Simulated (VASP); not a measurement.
# WC (Qusongite) (P-6m2) in VASP: further runs

The runs below take WC (Qusongite) through single point, with PBE.

All numbers are computed with VASP 6.6.1; they aren't measurements. Logs are shortened: lines on timing, memory, paths and dates and some standing lists are left out, and cuts for length are marked.

### Step 1. The cell of the first run

It takes space group P-6m2 (No. 187, hexagonal). The conventional cell has a = 2.907 Å, b = 2.907 Å, c = 2.695 Å, α = 90.00°, β = 90.00°, γ = 120.00°. W (site symmetry -6m2) has 6 C at 2.15 Å and 2 W at 2.69 Å within 2.8 Å. C (site symmetry -6m2) has 6 W at 2.15 Å and 2 C at 2.69 Å within 2.8 Å.

### Step 2. Single point, PBE

The input, INCAR:

```
SYSTEM = WC
PREC = Accurate
ENCUT = 520
EDIFF = 1E-7
ISMEAR = 1
SIGMA = 0.1
LREAL = .FALSE.
LASPH = .TRUE.
NELM = 60
ALGO = Normal
ISIF = 2
LWAVE = .FALSE.
LCHARG = .FALSE.
GGA = PE
NBANDS = 16
```

The input, KPOINTS:

```
regular mesh
0
G
  14 14 12
  0 0 0
```

The input, POSCAR:

```
WC
1.0
    2.9065000000      0.0000000000      0.0000000000
   -1.4532500000      2.5171030000      0.0000000000
    0.0000000000      0.0000000000      2.6947700000
W C
1 1
Direct
    0.0000000000      0.0000000000      0.0000000000
    0.6666666667      0.3333333333      0.5000000000
```

Potentials or basis: VASP PAW PBE potentials, release 64 (W_sv, C).

On the command line:

```bash
cat potpaw_PBE.64/W_sv/POTCAR potpaw_PBE.64/C/POTCAR > POTCAR
mpirun -np 1 vasp_std > vasp.out
```

OUTCAR:

```text
SYSTEM = WC
   PREC = Accurate
   ENCUT = 520
   EDIFF = 1E-7
   ISMEAR = 1
   LREAL = .FALSE.
   LASPH = .TRUE.
   NELM = 60
   ISIF = 2
   GGA = PE

 ion  position               nearest neighbor table
   1  0.000  0.000  0.000-   2 2.15   2 2.15   2 2.15   2 2.15   2 2.15   2 2.15
   2  0.667  0.333  0.500-   1 2.15   1 2.15   1 2.15   1 2.15   1 2.15   1 2.15

  LATTYP: Found a hexagonal cell.
 ALAT       =     2.9065000000
 C/A-ratio  =     0.9271529331

  Lattice vectors:

 A1 = (   2.9065000000,   0.0000000000,   0.0000000000)
 A2 = (  -1.4532500000,   2.5171030000,   0.0000000000)
 A3 = (   0.0000000000,   0.0000000000,   2.6947700000)

Analysis of symmetry for initial positions (statically):
=====================================================================
 Subroutine PRICEL returns:
 Original cell was already a primitive cell.

 Routine SETGRP: Setting up the symmetry group for a
 hexagonal supercell.

 Subroutine GETGRP returns: Found 12 space group operations
 (whereof 12 operations were pure point group operations)
 out of a pool of 24 trial point group operations.

The static configuration has the point symmetry D_3h.

Analysis of symmetry for dynamics (positions and initial velocities):
=====================================================================
 Subroutine PRICEL returns:
 Original cell was already a primitive cell.

 Routine SETGRP: Setting up the symmetry group for a
 hexagonal supercell.

 Subroutine GETGRP returns: Found 12 space group operations
 (whereof 12 operations were pure point group operations)
 out of a pool of 24 trial point group operations.

The dynamic configuration has the point symmetry D_3h.

 Subroutine INISYM returns: Found 12 space group operations
 (whereof 12 operations are pure point group operations),
 and found     1 'primitive' translations

----------------------------------------------------------------------------------------

                                     Primitive cell

  volume of cell :      19.7148

  direct lattice vectors                    reciprocal lattice vectors
     2.906500000  0.000000000  0.000000000     0.344056425  0.198641057  0.000000000
    -1.453250000  2.517103000  0.000000000     0.000000000  0.397282114  0.000000000
     0.000000000  0.000000000  2.694770000     0.000000000  0.000000000  0.371089184

  length of vectors
     2.906500000  2.906500142  2.694770000     0.397282133  0.397282114  0.371089184

  position of ions in fractional coordinates (direct lattice)
     0.000000000  0.000000000  0.000000000
     0.666666667  0.333333333  0.500000000

  ion indices of the primitive-cell ions
   primitive index   ion index
                 1           1
                 2           2

----------------------------------------------------------------------------------------

 KPOINTS: regular mesh

Automatic generation of k-mesh.
 Grid dimensions read from file:
 generate k-points for:   14   14   12

 Generating k-lattice:

  Cartesian coordinates                     Fractional coordinates (reciprocal lattice)
     0.024575459  0.014188647  0.000000000     0.071428571  0.000000000  0.000000000
     0.000000000  0.028377294  0.000000000     0.000000000  0.071428571  0.000000000
     0.000000000  0.000000000  0.030924099     0.000000000  0.000000000  0.083333333

  Length of vectors
     0.028377295  0.028377294  0.030924099

  Shift w.r.t. Gamma in fractional coordinates (k-lattice)
     0.000000000  0.000000000  0.000000000

 Subroutine IBZKPT returns following result:
 ===========================================

 Found    168 irreducible k-points:

 Following reciprocal coordinates:
            Coordinates               Weight
  0.000000  0.000000  0.000000      1.000000
  0.071429  0.000000  0.000000      6.000000
  0.142857  0.000000  0.000000      6.000000
  0.214286  0.000000  0.000000      6.000000
  0.285714  0.000000  0.000000      6.000000
  0.357143  0.000000  0.000000      6.000000
[... 16 lines left out ...]
  0.285714  0.285714  0.000000      6.000000
  0.357143  0.285714  0.000000      6.000000
 [... further k-points ...]
   k-points           NKPTS =    168   k-points in BZ     NKDIM =    168   number of bands    NBANDS=     16
   number of dos      NEDOS =    301   number of ions     NIONS =      2
   total plane-waves  NPLWV =  11520
   dimension x,y,z NGX =    24 NGY =   24 NGZ =   20
   dimension x,y,z NGXF=    48 NGYF=   48 NGZF=   40
   ions per type =               1   1
   NGX,Y,Z   is equivalent  to a cutoff of  13.73, 13.73, 12.34 a.u.
   NGXF,Y,Z  is equivalent  to a cutoff of  27.46, 27.46, 24.68 a.u.
 SYSTEM =  WC
   PREC   = accura    normal or accurate (medium, high low for compatibility)
   ISTART =      0    job   : 0-new  1-cont  2-samecut
   ICHARG =      2    charge: 1-file 2-atom 10-const
   ISPIN  =      1    spin polarized calculation?
   LNONCOLLINEAR =      F non collinear calculations
   LSORBIT =      F    spin-orbit coupling
   LASPH  =      T    aspherical Exc in radial PAW
   ENCUT  =  520.0 eV  38.22 Ry    6.18 a.u.   5.40  5.40  5.01*2*pi/ulx,y,z
   NELM   =     60;   NELMIN=  2; NELMDL= -5     # of ELM steps
   EDIFF  = 0.1E-06   stopping-criterion for ELM
   LREAL  =      F    real-space projection
   EDIFFG = 0.1E-05   stopping-criterion for IOM
   NSW    =      0    number of steps for IOM
   IBRION =     -1    ionic relax: 0-MD 1-quasi-New 2-CG
   NFREE  =      0    steps in history (QN), initial steepest desc. (CG)
   ISIF   =      2    stress and relaxation
   ISYM   =      2    0-nonsym 1-usesym 2-fastsym
   POTIM  = 0.5000    time-step for ionic-motion
   TEBEG  =    0.0;   TEEND  =   0.0 temperature during run
   PSTRESS=    0.0 pullay stress
   NELECT =      18.0000    total number of electrons
   NUPDOWN=      -1.0000    fix difference up-down
   EMIN   =  10.00;   EMAX   =-10.00  energy-range for DOS
   EFERMI =   0.00;   METHOD = LEGACY
   ISMEAR =     1;   SIGMA  =   0.10  broadening in eV -4-tet -1-fermi 0-gaus
   EFERMI_NEDOS =   21; number of points for ismear=-14 and -15
   IALGO  =     38    algorithm
   IMIX   =      4    mixing-type and parameters
     AMIX     =   0.40;   BMIX     =  1.00
     AMIX_MAG =   1.60;   BMIX_MAG =  1.00
  volume/ion in A,a.u.               =       9.86        66.52
  Fermi-wavevector in a.u.,A,eV,Ry     =   1.588186  3.001236 34.318442  2.522334
  Thomas-Fermi vector in A             =   2.687228
   LORBIT       =      0    0 simple, 1 ext, 2 COOP (PROOUT), +10 PAW based schemes
   GGA     = PE    functional components
   LHFCALC =     F    Hartree Fock is set to
   AEXX    =    0.0000 exact exchange contribution
   IVDW    =     0    specifies the selected vdW correction
   LEPSILON=     F    determine dielectric tensor
   LRPA    =     F    only Hartree local field effects (RPA)
 non-spin polarized calculation
 Methfessel and Paxton  Order N= 1 SIGMA  =   0.10
  energy-cutoff  :      520.00
  volume of cell :       19.71
 maximum number of plane-waves:       551
 NGX is ok and might be reduce to    24
   NGX = 11   NGY = 11   NGZ = 11

 number of electron      17.9999999 magnetization

 Free energy of the ion-electron system (eV)
  ---------------------------------------------------
  ext. energy  EPLUGINS =         0.00000000
  ---------------------------------------------------
  free energy    TOTEN  =       -22.21857669 eV

  energy without entropy =      -22.21818934  energy(sigma->0) =      -22.21844757

 E-fermi :  11.8629     XC(G=0): -14.0729

 val. band max:       11.8626533121   @ k =   0.0714   0.0000   0.0833
 cond. band min:      11.8667661225   @ k =   0.1429   0.0000   0.4167
 fundamental gap:      0.0041128104
 Fermi energy:        11.8628590792

 k-point     1 :       0.0000    0.0000    0.0000
  band No.  band energies     occupation
      1     -62.0392      2.00000
      2     -25.9791      2.00000
      3     -25.9791      2.00000
      4     -25.8734      2.00000
      5      -3.0388      2.00000
      6       7.2448      2.00000
[... 8 lines left out ...]
     15      27.0907      0.00000
     16      28.7224      0.00000

 k-point     2 :       0.0714    0.0000    0.0000
  band No.  band energies     occupation
      1     -62.0362      2.00000
      2     -26.0239      2.00000
      3     -25.9892      2.00000
      4     -25.8680      2.00000
      5      -2.8994      2.00000
      6       7.2105      2.00000
[... 8 lines left out ...]
     15      26.6581      0.00000
     16      29.0087      0.00000

 k-point     3 :       0.1429    0.0000    0.0000
  band No.  band energies     occupation
      1     -62.0279      2.00000
      2     -26.1480      2.00000
      3     -26.0173      2.00000
      4     -25.8528      2.00000
      5      -2.5007      2.00000
      6       6.8049      2.00000
[... 8 lines left out ...]
     15      26.1764      0.00000
     16      29.8095      0.00000

 k-point     4 :       0.2143    0.0000    0.0000
  band No.  band energies     occupation
      1     -62.0158      2.00000
      2     -26.3234      2.00000
      3     -26.0576      2.00000
      4     -25.8307      2.00000
      5      -1.8981      2.00000
      6       6.1261      2.00000
[... 8 lines left out ...]
     15      26.0722      0.00000
     16      30.9721      0.00000
[... 324 lines left out ...]
 k-point    22 :       0.3571    0.2143    0.0000
  band No.  band energies     occupation
      1     -61.9743      2.00000
      2     -26.7173      2.00000
      3     -26.3836      2.00000
      4     -25.7545      2.00000
      5       0.7880      2.00000
      6       4.7068      2.00000
[... 8 lines left out ...]
     15      27.2935      0.00000
     16      29.2448      0.00000

 k-point    23 :       0.2857    0.2857    0.0000
  band No.  band energies     occupation
      1     -61.9737      2.00000
      2     -26.6714      2.00000
      3     -26.4431      2.00000
      4     -25.7533      2.00000
      5       0.8682      2.00000
      6       4.7817      2.00000
[... 8 lines left out ...]
     15      28.0217      0.00000
     16      28.8730      0.00000

 k-point    24 :       0.3571    0.2857    0.0000
  band No.  band energies     occupation
      1     -61.9718      2.00000
      2     -26.6465      2.00000
      3     -26.5008      2.00000
      4     -25.7498      2.00000
      5       1.0425      2.00000
      6       4.8186      2.00000
[... 8 lines left out ...]
     15      27.7392      0.00000
     16      28.5423      0.00000

 [... further k-points ...]
[... 5 lines left out ...]
  --------------------------------------------------------------------------------------
  -------------------------------------------------------------------------------------
  Total        2.2559839      2.2559842      7.9324168      0.0000000      0.0000000     -0.0000000
  in kB      183.3384502    183.3384741    644.6486698      0.0000000      0.0000000     -0.0000000
  external PRESSURE =     337.1085314 kB  Pullay stress =       0.0000000 kB

 VOLUME and BASIS-vectors are now :
 -----------------------------------------------------------------------------
  energy-cutoff  :      520.00
  volume of cell :       19.71
      direct lattice vectors                 reciprocal lattice vectors
     2.906500000  0.000000000  0.000000000     0.344056425  0.198641057  0.000000000
    -1.453250000  2.517103000  0.000000000     0.000000000  0.397282114  0.000000000
     0.000000000  0.000000000  2.694770000     0.000000000  0.000000000  0.371089184

 POSITION                                       TOTAL-FORCE (eV/Angst)
 -----------------------------------------------------------------------------------
      0.00000      0.00000      0.00000         0.000000     -0.000000      0.000000
      1.45325      0.83903      1.34739        -0.000000      0.000000      0.000000
 -----------------------------------------------------------------------------------
    total drift:                               -0.000000      0.000001      0.000000

  FREE ENERGIE OF THE ION-ELECTRON SYSTEM (eV)
  ---------------------------------------------------
  free  energy   TOTEN  =       -22.2185766868 eV

  energy  without entropy=      -22.2181893388  energy(sigma->0) =      -22.21844757
```

Wall time 58 s (1 thread of AMD EPYC 7R43 (Zen 3), shared host); peak memory 0.14 GiB.

What came out:

```yaml
Free_energy: -22.2186 eV
Pressure: 33.7 GPa
Band_gap_on_the_k_mesh: zero (band 9 reaches 12.48 eV, above the bottom of band 10 at 11.24 eV)
```

Caveat: spin-orbit coupling is left out, which moves the levels of the heavy elements.

### Step 3. Single point, PBE

This run uses another cell than the first one, of 10.12 Å³/atom, 1.026 times its volume.

The input, INCAR:

```
PREC     = Accurate       # precision mode
ENCUT    = 520            # plane-wave cutoff, eV
EDIFF    = 1E-6           # SCF threshold, eV
ISMEAR   = 1              # smearing method
SIGMA    = 0.1            # smearing width, eV
LREAL    = False          # projectors in reciprocal space
LASPH    = True           # aspherical terms in the spheres
NELM     = 80             # most SCF steps
ALGO     = Normal         # electronic algorithm
ISIF     = 2              # what is computed and relaxed
LWAVE    = False          # write WAVECAR
LCHARG   = False          # write CHGCAR
GGA      = PE             # functional
NBANDS   = 16             # bands
```

The input, KPOINTS:

```
regular mesh
0
Gamma
  14 14 12
```

POSCAR: that of step 2 with these lines changed.

```diff
@@ -4,3 +4,3 @@
    -1.4532500000      2.5171030000      0.0000000000
-    0.0000000000      0.0000000000      2.6947700000
+    0.0000000000      0.0000000000      2.7656850000
 W C
```

Potentials or basis: VASP PAW PBE potentials, release 64 (W_sv, C).

On the command line:

```bash
cat potpaw_PBE.64/W_sv/POTCAR potpaw_PBE.64/C/POTCAR > POTCAR
mpirun -np 1 vasp_std > vasp.out
```

OUTCAR:

```text
PREC = Accurate
   ENCUT = 520
   EDIFF = 1E-6
   ISMEAR = 1
   LREAL = False
   LASPH = True
   NELM = 80
   ISIF = 2
   GGA = PE

 ion  position               nearest neighbor table
   1  0.000  0.000  0.000-   2 2.17   2 2.17   2 2.17   2 2.17   2 2.17   2 2.17
   2  0.667  0.333  0.500-   1 2.17   1 2.17   1 2.17   1 2.17   1 2.17   1 2.17

  LATTYP: Found a hexagonal cell.
 ALAT       =     2.9065000000
 C/A-ratio  =     0.9515516945

  Lattice vectors:

 A1 = (   2.9065000000,   0.0000000000,   0.0000000000)
[... 192 lines left out ...]
      6       7.0122      2.00000
[... 433 lines left out ...]
      3     -26.9127      2.00000
      4     -26.2841      2.00000
      5       0.8595      2.00000
      6       4.6397      2.00000
[... 8 lines left out ...]
     15      27.0009      0.00000
     16      27.9117      0.00000

 [... further k-points ...]
[... 5 lines left out ...]
  --------------------------------------------------------------------------------------
  -------------------------------------------------------------------------------------
  Total        1.4982387      1.4982389      4.2458420      0.0000000      0.0000000      0.0000000
  in kB      118.6362955    118.6363110    336.2020719      0.0000000      0.0000000      0.0000000
  external PRESSURE =     191.1582261 kB  Pullay stress =       0.0000000 kB

 VOLUME and BASIS-vectors are now :
 -----------------------------------------------------------------------------
  energy-cutoff  :      520.00
  volume of cell :       20.23
      direct lattice vectors                 reciprocal lattice vectors
     2.906500000  0.000000000  0.000000000     0.344056425  0.198641057  0.000000000
    -1.453250000  2.517103000  0.000000000     0.000000000  0.397282114  0.000000000
     0.000000000  0.000000000  2.765685000     0.000000000  0.000000000  0.361574077

 POSITION                                       TOTAL-FORCE (eV/Angst)
 -----------------------------------------------------------------------------------
      0.00000      0.00000      0.00000        -0.000000     -0.000000      0.000000
      1.45325      0.83903      1.38284         0.000000      0.000000      0.000000
 -----------------------------------------------------------------------------------
    total drift:                                0.000000      0.000001      0.000000

  FREE ENERGIE OF THE ION-ELECTRON SYSTEM (eV)
  ---------------------------------------------------
  free  energy   TOTEN  =       -22.3765439536 eV

  energy  without entropy=      -22.3763929388  energy(sigma->0) =      -22.37649362
```

Wall time 61 s (1 thread of AMD EPYC 7R43 (Zen 3), shared host); peak memory 0.15 GiB.

What came out:

```
Free energy            : -22.3765 eV
Pressure               : 19.1 GPa
Band gap on the k mesh : zero (band 9 reaches 12.11 eV, above the bottom of band 10 at 10.86 eV)
```

Caveat: spin-orbit coupling is left out, which moves the levels of the heavy elements.

### Step 4. Single point, PBE

This run uses another cell than the first one, of 10.64 Å³/atom, 1.079 times its volume.

The input, INCAR:

```
ALGO = Normal
EDIFF = 1E-7
ENCUT = 520
GGA = PE
ISIF = 2
ISMEAR = 1
LASPH = True
LCHARG = False
LREAL = False
LWAVE = False
NBANDS = 16
NELM = 100
PREC = Accurate
SIGMA = 0.1
```

The input, KPOINTS:

```
k-points
0
Gamma
  14 14 12
```

POSCAR: that of step 3 with these lines changed.

```diff
@@ -4,3 +4,3 @@
    -1.4532500000      2.5171030000      0.0000000000
-    0.0000000000      0.0000000000      2.7656850000
+    0.0000000000      0.0000000000      2.9075150000
 W C
```

On the command line:

```bash
cat potpaw_PBE.64/W_sv/POTCAR potpaw_PBE.64/C/POTCAR > POTCAR
mpirun -np 1 vasp_std > vasp.out
```

Run time: 72 s. Hardware: 1 thread of AMD EPYC 7R43 (Zen 3), shared host; peak memory 0.14 GiB.

Results (log left out):

```
Free energy            : -22.4263 eV
Pressure               : -3.8 GPa
Band gap on the k mesh : zero (band 9 reaches 11.43 eV, above the bottom of band 10 at 10.15 eV)
```

Stress tensor (GPa, compression positive):
```
  2.39   0.00   0.00
  0.00   2.39   0.00
  0.00   0.00 -16.04
```

Levels at points of the mesh, in eV from the Fermi level:
```csv
k point,band 5,band 6,band 7,band 8,band 9,band 10,band 11,band 12,band 13,band 14
"(0.00, 0.00, 0.00)",-14.24,-4.21,-3.05,-3.05,-0.14,3.09,3.09,5.40,5.40,6.44
"(0.50, 0.00, 0.00)",-10.89,-6.86,-3.76,-3.45,-0.28,2.18,4.54,4.98,6.59,9.25
"(0.00, 0.00, 0.50)",-10.48,-8.53,-1.71,-1.71,-0.57,-0.57,3.13,4.59,4.59,9.76
"(0.50, 0.00, 0.50)",-11.10,-6.30,-4.19,-4.00,0.19,4.43,4.95,6.40,8.92,9.75
```

Caveat: spin-orbit coupling is left out, which moves the levels of the heavy elements.

(Part 1 of 2 ends here.)
